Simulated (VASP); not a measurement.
Here is a VASP 6.6.1 calculation.

INCAR

```
ALGO = Normal
EDIFF = 1E-6
ENCUT = 520
GGA = PS
ISIF = 2
ISMEAR = -1
LASPH = T
LCHARG = F
LREAL = F
LWAVE = F
NBANDS = 14
NELM = 100
PREC = Accurate
SIGMA = 0.05
```

Contents of KPOINTS:

```
k-points
0
Gamma
  7 7 7
```

File POSCAR:

```
Rh
1.0
    0.0000000000      1.8978500000      1.8978500000
    1.8978500000      0.0000000000      1.8978500000
    1.8978500000      1.8978500000      0.0000000000
Rh
1
Direct
    0.0000000000      0.0000000000      0.0000000000
```

Potentials or basis: VASP PAW PBE potentials, release 64 (Rh_pv).

The run is started by

```console
$ cat potpaw_PBE.64/Rh_pv/POTCAR > POTCAR
$ mpirun -np 1 vasp_std > vasp.out
```

Q: Predict the pressure.

A: -5.0 GPa.

Caveat: the k points lie up to 0.41 Å⁻¹ apart; the PAW data sets were made with another functional, which shifts forces and pressure a little.
